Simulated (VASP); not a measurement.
# Tc (P6_3/mmc) in VASP: relaxation of shape and atoms at fixed volume with PBEsol

Aim: the relaxation of shape and atoms at fixed volume of Tc with PBEsol.

Program: VASP 6.6.1. These are calculated values, not measurements. Logs are shortened: lines on timing, memory, paths and dates and some standing lists are left out, and cuts for length are marked.

## (1) The cell of the first run

Symmetry: P6_3/mmc, No. 194, hexagonal system. Conventional cell: a = 2.742 Å, b = 2.742 Å, c = 4.385 Å, α = 90.00°, β = 90.00°, γ = 120.00°. Within 3.6 Å of Tc (site symmetry -6m2) lie 12 Tc at 2.70 to 2.74 Å.

## (2) Relaxation of shape and atoms at fixed volume, PBEsol (14.28 Å³/atom)

Contents of INCAR:

```
SYSTEM = Tc
PREC = Accurate
ENCUT = 600
EDIFF = 1E-7
ISMEAR = 0
SIGMA = 0.05
LREAL = .FALSE.
LASPH = .TRUE.
NELM = 80
ALGO = Fast
ISIF = 4
LWAVE = .FALSE.
LCHARG = .FALSE.
GGA = PS
IBRION = 2
NSW = 60
EDIFFG = -0.01
```

Contents of KPOINTS:

```
regular mesh
0
G
  18 18 10
  0 0 0
```

Contents of POSCAR:

```
Tc
1.0
    2.7422566654      0.0000000000      0.0000000000
   -1.3711283327      2.3748639359      0.0000000000
    0.0000000000      0.0000000000      4.3845941916
Tc
2
Direct
    0.3333333333      0.6666666667      0.2500000000
    0.6666666667      0.3333333333      0.7500000000
```

Potentials or basis: VASP PAW PBE potentials, release 64 (Tc_pv).

Started as:

```console
$ cat potpaw_PBE.64/Tc_pv/POTCAR > POTCAR
$ mpirun -np 1 vasp_std > vasp.out
```

OUTCAR:

```text
SYSTEM = Tc
   PREC = Accurate
   ENCUT = 600
   EDIFF = 1E-7
   ISMEAR = 0
   LREAL = .FALSE.
   LASPH = .TRUE.
   NELM = 80
   ISIF = 4
   GGA = PS
   IBRION = 2
   NSW = 60
   EDIFFG = -0.01

 ion  position               nearest neighbor table
   1  0.333  0.667  0.250-   2 2.70   2 2.70   2 2.70   2 2.70   2 2.70   2 2.70
   2  0.667  0.333  0.750-   1 2.70   1 2.70   1 2.70   1 2.70   1 2.70   1 2.70

  LATTYP: Found a hexagonal cell.
 ALAT       =     2.7422566654
 C/A-ratio  =     1.5989000034

  Lattice vectors:

 A1 = (   2.7422566654,   0.0000000000,   0.0000000000)
 A2 = (  -1.3711283327,   2.3748639359,   0.0000000000)
 A3 = (   0.0000000000,   0.0000000000,   4.3845941916)

Analysis of symmetry for initial positions (statically):
=====================================================================
 Subroutine PRICEL returns:
 Original cell was already a primitive cell.

 Routine SETGRP: Setting up the symmetry group for a
 hexagonal supercell.

 Subroutine GETGRP returns: Found 24 space group operations
 (whereof 12 operations were pure point group operations)
 out of a pool of 24 trial point group operations.

The static configuration has the point symmetry D_3d.
 The point group associated with its full space group is D_6h.

Analysis of symmetry for dynamics (positions and initial velocities):
=====================================================================
 Subroutine PRICEL returns:
 Original cell was already a primitive cell.

 Routine SETGRP: Setting up the symmetry group for a
 hexagonal supercell.

 Subroutine GETGRP returns: Found 24 space group operations
 (whereof 12 operations were pure point group operations)
 out of a pool of 24 trial point group operations.

The dynamic configuration has the point symmetry D_3d.
 The point group associated with its full space group is D_6h.

 Subroutine INISYM returns: Found 24 space group operations
 (whereof 12 operations are pure point group operations),
 and found     1 'primitive' translations

----------------------------------------------------------------------------------------

                                     Primitive cell

  volume of cell :      28.5546

  direct lattice vectors                    reciprocal lattice vectors
     2.742256665  0.000000000  0.000000000     0.364663167  0.210538378  0.000000000
    -1.371128333  2.374863936  0.000000000     0.000000000  0.421076755  0.000000000
     0.000000000  0.000000000  4.384594192     0.000000000  0.000000000  0.228071278

  length of vectors
     2.742256665  2.742256665  4.384594192     0.421076755  0.421076755  0.228071278

  position of ions in fractional coordinates (direct lattice)
     0.333333333  0.666666667  0.250000000
     0.666666667  0.333333333  0.750000000

  ion indices of the primitive-cell ions
   primitive index   ion index
                 1           1
                 2           2

----------------------------------------------------------------------------------------

 KPOINTS: regular mesh

Automatic generation of k-mesh.
 Grid dimensions read from file:
 generate k-points for:   18   18   10

 Generating k-lattice:

  Cartesian coordinates                     Fractional coordinates (reciprocal lattice)
     0.020259065  0.011696577  0.000000000     0.055555556  0.000000000  0.000000000
     0.000000000  0.023393153  0.000000000     0.000000000  0.055555556  0.000000000
     0.000000000  0.000000000  0.022807128     0.000000000  0.000000000  0.100000000

  Length of vectors
     0.023393153  0.023393153  0.022807128

  Shift w.r.t. Gamma in fractional coordinates (k-lattice)
     0.000000000  0.000000000  0.000000000

 Subroutine IBZKPT returns following result:
 ===========================================

 Found    222 irreducible k-points:

 Following reciprocal coordinates:
            Coordinates               Weight
  0.000000  0.000000  0.000000      1.000000
  0.055556  0.000000  0.000000      6.000000
  0.111111  0.000000  0.000000      6.000000
  0.166667 -0.000000  0.000000      6.000000
  0.222222  0.000000  0.000000      6.000000
  0.277778  0.000000  0.000000      6.000000
[... 16 lines left out ...]
  0.333333  0.111111  0.000000     12.000000
  0.388889  0.111111  0.000000     12.000000
 [... further k-points ...]
   k-points           NKPTS =    222   k-points in BZ     NKDIM =    222   number of bands    NBANDS=     17
   number of dos      NEDOS =    301   number of ions     NIONS =      2
   total plane-waves  NPLWV =  20736
   dimension x,y,z NGX =    24 NGY =   24 NGZ =   36
   dimension x,y,z NGXF=    48 NGYF=   48 NGZF=   72
   ions per type =               2
   NGX,Y,Z   is equivalent  to a cutoff of  14.55, 14.55, 13.65 a.u.
   NGXF,Y,Z  is equivalent  to a cutoff of  29.10, 29.10, 27.30 a.u.
 SYSTEM =  Tc
   PREC   = accura    normal or accurate (medium, high low for compatibility)
   ISTART =      0    job   : 0-new  1-cont  2-samecut
   ICHARG =      2    charge: 1-file 2-atom 10-const
   ISPIN  =      1    spin polarized calculation?
   LNONCOLLINEAR =      F non collinear calculations
   LSORBIT =      F    spin-orbit coupling
   LASPH  =      T    aspherical Exc in radial PAW
   ENCUT  =  600.0 eV  44.10 Ry    6.64 a.u.   5.48  5.48  8.76*2*pi/ulx,y,z
   NELM   =     80;   NELMIN=  2; NELMDL= -5     # of ELM steps
   EDIFF  = 0.1E-06   stopping-criterion for ELM
   LREAL  =      F    real-space projection
   EDIFFG = -.1E-01   stopping-criterion for IOM
   NSW    =     60    number of steps for IOM
   IBRION =      2    ionic relax: 0-MD 1-quasi-New 2-CG
   NFREE  =      1    steps in history (QN), initial steepest desc. (CG)
   ISIF   =      4    stress and relaxation
   ISYM   =      2    0-nonsym 1-usesym 2-fastsym
   POTIM  = 0.5000    time-step for ionic-motion
   TEBEG  =    0.0;   TEEND  =   0.0 temperature during run
   PSTRESS=    0.0 pullay stress
   NELECT =      26.0000    total number of electrons
   NUPDOWN=      -1.0000    fix difference up-down
   EMIN   =  10.00;   EMAX   =-10.00  energy-range for DOS
   EFERMI =   0.00;   METHOD = LEGACY
   ISMEAR =     0;   SIGMA  =   0.05  broadening in eV -4-tet -1-fermi 0-gaus
   EFERMI_NEDOS =   21; number of points for ismear=-14 and -15
   IALGO  =     68    algorithm
   IMIX   =      4    mixing-type and parameters
     AMIX     =   0.40;   BMIX     =  1.00
     AMIX_MAG =   1.60;   BMIX_MAG =  1.00
  volume/ion in A,a.u.               =      14.28        96.35
  Fermi-wavevector in a.u.,A,eV,Ry     =   1.586745  2.998514 34.256210  2.517760
  Thomas-Fermi vector in A             =   2.686009
   LORBIT       =      0    0 simple, 1 ext, 2 COOP (PROOUT), +10 PAW based schemes
   GGA     = PS    functional components
   LHFCALC =     F    Hartree Fock is set to
   AEXX    =    0.0000 exact exchange contribution
   IVDW    =     0    specifies the selected vdW correction
   LEPSILON=     F    determine dielectric tensor
   LRPA    =     F    only Hartree local field effects (RPA)
 conjugate gradient relaxation of ions
 non-spin polarized calculation
 RMM-DIIS sequential band-by-band and
 Gauss-broadening in eV      SIGMA  =   0.05
  energy-cutoff  :      600.00
  volume of cell :       28.55
 maximum number of plane-waves:       978
 NGX is ok and might be reduce to    24
   NGX = 11   NGY = 11   NGZ = 17

 number of electron      26.0000002 magnetization

 Free energy of the ion-electron system (eV)
  ---------------------------------------------------
  ext. energy  EPLUGINS =         0.00000000
  ---------------------------------------------------
  free energy    TOTEN  =       -22.52496591 eV

  energy without entropy =      -22.52273757  energy(sigma->0) =      -22.52385174

 E-fermi :  12.5124     XC(G=0): -13.9546

 val. band max:       12.5115248473   @ k =   0.3333   0.2778   0.5000
 cond. band min:      12.5151007151   @ k =   0.1111   0.1111   0.0000
 fundamental gap:      0.0035758678
 Fermi energy:        12.5124096444

 k-point     1 :       0.0000    0.0000    0.0000
  band No.  band energies     occupation
      1     -26.8512      2.00000
      2     -25.7311      2.00000
      3     -25.7311      2.00000
      4     -25.5395      2.00000
      5     -25.5395      2.00000
      6     -25.4925      2.00000
[... 9 lines left out ...]
     16      14.2282      0.00000
     17      15.1052      0.00000

 k-point     2 :       0.0556    0.0000    0.0000
  band No.  band energies     occupation
      1     -26.8384      2.00000
      2     -25.7600      2.00000
      3     -25.7406      2.00000
      4     -25.5695      2.00000
      5     -25.5434      2.00000
      6     -25.4979      2.00000
[... 9 lines left out ...]
     16      13.4733      0.00000
     17      15.1577      0.00000

 k-point     3 :       0.1111    0.0000    0.0000
  band No.  band energies     occupation
      1     -26.8008      2.00000
      2     -25.8429      2.00000
      3     -25.7675      2.00000
      4     -25.6549      2.00000
      5     -25.5550      2.00000
      6     -25.5145      2.00000
[... 9 lines left out ...]
     16      12.7807      0.00000
     17      15.2902      0.00000

 k-point     4 :       0.1667   -0.0000    0.0000
  band No.  band energies     occupation
      1     -26.7407      2.00000
      2     -25.9698      2.00000
      3     -25.8074      2.00000
      4     -25.7829      2.00000
      5     -25.5739      2.00000
      6     -25.5422      2.00000
[... 9 lines left out ...]
     16      12.5275      0.66974
     17      15.4509      0.00000
[... 343 lines left out ...]
      1     -26.4420      2.00000
      2     -26.4271      2.00000
      3     -26.2685      2.00000
      4     -25.9732      2.00000
      5     -25.7151      2.00000
      6     -25.7073      2.00000
[... 9 lines left out ...]
     16      15.5171      0.00000
     17      15.6659      0.00000

 k-point    23 :       0.3333    0.1111    0.0000
  band No.  band energies     occupation
      1     -26.5434      2.00000
      2     -26.3495      2.00000
      3     -26.3473      2.00000
      4     -26.0293      2.00000
      5     -25.7709      2.00000
      6     -25.7420      2.00000
[... 9 lines left out ...]
     16      15.7031      0.00000
     17      16.5417      0.00000

 k-point    24 :       0.3889    0.1111    0.0000
  band No.  band energies     occupation
      1     -26.6187      2.00000
      2     -26.4021      2.00000
      3     -26.2706      2.00000
      4     -26.0654      2.00000
      5     -25.8273      2.00000
      6     -25.7596      2.00000
[... 9 lines left out ...]
     16      15.7231      0.00000
     17      17.5789      0.00000

 [... further k-points ...]

------------------------ aborting loop because EDIFF is reached ----------------------------------------

  FORCE on cell =-STRESS in cart. coord.  units (eV):
  Direction    XX          YY          ZZ          XY          YZ          ZX
  --------------------------------------------------------------------------------------
  -------------------------------------------------------------------------------------
  Total       -1.1969853     -1.1969853     -1.2127982      0.0000000      0.0000000     -0.0000000
  in kB      -67.1619271    -67.1619271    -68.0491784      0.0000000      0.0000000     -0.0000000
  external PRESSURE =     -67.4576775 kB  Pullay stress =       0.0000000 kB

 VOLUME and BASIS-vectors are now :
 -----------------------------------------------------------------------------
  energy-cutoff  :      600.00
  volume of cell :       28.55
      direct lattice vectors                 reciprocal lattice vectors
     2.742256665  0.000000000  0.000000000     0.364663167  0.210538378  0.000000000
    -1.371128333  2.374863936  0.000000000     0.000000000  0.421076755  0.000000000
     0.000000000  0.000000000  4.384594192     0.000000000  0.000000000  0.228071278

 POSITION                                       TOTAL-FORCE (eV/Angst)
 -----------------------------------------------------------------------------------
     -0.00000      1.58324      1.09615        -0.000000      0.000000      0.000000
      1.37113      0.79162      3.28845         0.000000      0.000000      0.000000
 -----------------------------------------------------------------------------------
    total drift:                               -0.000000      0.000000     -0.000000

  FREE ENERGIE OF THE ION-ELECTRON SYSTEM (eV)
  ---------------------------------------------------
  free  energy   TOTEN  =       -22.5249659074 eV

  energy  without entropy=      -22.5227375693  energy(sigma->0) =      -22.52385174

 reached required accuracy - stopping structural energy minimisation
```

Wall time 58 s (1 thread of Intel Xeon Platinum 8559C (Emerald Rapids), shared host); peak memory 0.24 GiB.

What came out:

- Free energy: -22.5250 eV
- Pressure after relaxing: -6.7 GPa
- Band gap on the k mesh: zero (bands 13 and 14 overlap by 3.43 eV)

Final structure:
```xyz
2
Lattice="2.7423 0.0000 0.0000 -1.3711 2.3749 0.0000 0.0000 0.0000 4.3846" Properties=species:S:1:pos:R:3 pbc="T T T"
Tc    0.0000    1.5832    1.0961
Tc    1.3711    0.7916    3.2884
```

Levels at points of the mesh, in eV from the Fermi level:
| k point | band 10 | band 11 | band 12 | band 13 | band 14 | band 15 | band 16 | band 17 |
| --- | --- | --- | --- | --- | --- | --- | --- | --- |
| (0.00, 0.00, 0.00) | -1.53 | -1.42 | -0.79 | -0.79 | -0.11 | -0.11 | 1.72 | 2.59 |
| (0.50, 0.00, 0.00) | -1.89 | -1.09 | -0.92 | -0.45 | 2.97 | 3.41 | 3.41 | 5.36 |
| (0.00, 0.00, 0.50) | -1.85 | -1.66 | -1.66 | -1.66 | -1.66 | 1.92 | 1.92 | 1.92 |
| (0.50, 0.00, 0.50) | -3.66 | 0.16 | 0.16 | 1.45 | 1.45 | 3.24 | 3.24 | 4.41 |

Caveat: the relaxation stopped at its first step, so nothing moved; the PAW data sets were made with another functional, which shifts forces and pressure a little.
